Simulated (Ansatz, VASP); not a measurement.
Ge in VASP and in Ansatz

Contents of INCAR:

```
PREC = Accurate
ENCUT = 520
EDIFF = 1E-6
ISMEAR = -1
SIGMA = 0.1
LREAL = False
LASPH = True
NELM = 80
ALGO = Normal
ISIF = 2
LWAVE = False
LCHARG = True
GGA = RE
LELF = True
LVHAR = True
NBANDS = 36
```

File KPOINTS:

```
regular mesh
0
Gamma
  16 16 5
```

POSCAR

```
Ge
1.0
    3.0766893230      0.0000000000      0.0000000000
   -1.5383446615      2.6644911133      0.0000000000
    0.0000000000      0.0000000000     10.0866905459
Ge
4
Direct
    1.0000000000      1.0000000000      0.0000000000
    1.0000000000      1.0000000000      0.5000000000
    0.3333333333      0.6666666667      0.2500000000
    0.6666666667      0.3333333333      0.7500000000
```

Input for Ansatz:

```yaml
crystal:
  lattice:
    - [3.076689323, 0.0, 0.0]
    - [-1.5383446615, 2.6644911133, 0.0]
    - [0.0, 0.0, 10.0866905459]
  atoms:
    - { symbol: Ge, position: [1.0, 1.0, 0.0] }
    - { symbol: Ge, position: [1.0, 1.0, 0.5] }
    - { symbol: Ge, position: [0.3333333333, 0.6666666667, 0.25] }
    - { symbol: Ge, position: [0.6666666667, 0.3333333333, 0.75] }
hamiltonian:
  xc: revpbe
  pseudopotentials:
    kind: paw
    azcp:
      Ge: "pseudopotentials/Ge.paw.azcp"
basis:
  ecutwfc: 420
  fft_grid_basis: typed
kpoints:
  mp_grid: { grid: [16, 16, 5], shift: [0, 0, 0] }
magnetization:
  spin_polarized: false
scf:
  occupations: { method: fermi_dirac, width: 0.1 }
output:
  stress: true
```

Alike in both runs: task single point; functional revPBE; k mesh 16 × 16 × 5; occupations fermi-dirac, width 0.1 eV; no spin polarisation.

```csv
,VASP,Ansatz
version,VASP 6.6.1,Ansatz 0.2.0
potentials or method,"VASP PAW PBE potentials, release 64 (Ge_d), cutoff 520 eV","plane waves (420 eV) with PAW, scalar-relativistic"
valence electrons in the cell,56,56
```

```tsv
	VASP	Ansatz	Ansatz less VASP
pressure (GPa)	-2.1	-2.2	-0.13
traceless stress, the component that is largest in VASP (GPa)	0.56	0.56	-0.005
```

VASP's potentials were made for PBE, not for revPBE.
